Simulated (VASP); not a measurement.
A run of VASP 6.6.1 is set up as follows.

The input INCAR:

```
SYSTEM = B5As2
PREC = Accurate
ENCUT = 520
EDIFF = 1E-6
ISMEAR = 0
SIGMA = 0.1
LREAL = .False.
LASPH = .True.
NELM = 100
ALGO = Normal
ISIF = 2
LWAVE = .False.
LCHARG = .False.
GGA = PE
NBANDS = 22
```

Contents of KPOINTS:

```
regular mesh
0
Gamma
  12 12 4
  0 0 0
```

POSCAR

```
B5As2
1.0
    3.1653015874      0.0000000000      0.0000000000
   -1.5826507937      2.7412315853      0.0000000000
    0.0000000000      0.0000000000      8.5965131644
B As
5 2
Direct
    0.0000000000      0.0000000000      0.0000000000
    0.6666666667      0.3333333333      0.9376045269
    0.3333333333      0.6666666667      0.0623954731
    0.0000000000      0.0000000000      0.4016555069
    0.0000000000      0.0000000000      0.5983444931
    0.6666666667      0.3333333333      0.6952225836
    0.3333333333      0.6666666667      0.3047774164
```

Potentials or basis: VASP PAW PBE potentials, release 64 (B, As).

The run is started by

```console
$ cat potpaw_PBE.64/B/POTCAR potpaw_PBE.64/As/POTCAR > POTCAR
$ mpirun -np 1 vasp_std > vasp.out
```

Task: Predict the pressure.

Result: 0.6 GPa.

Task: Predict the largest force.

Result: 0.071 eV/Å.

Forces in eV/Å, atoms in the order of the input:
```
B    0.000  0.000  0.000
B    0.000  0.000  0.045
B    0.000  0.000 -0.045
B    0.000  0.000  0.071
B    0.000  0.000 -0.071
As   0.000  0.000  0.017
As   0.000  0.000 -0.017
```
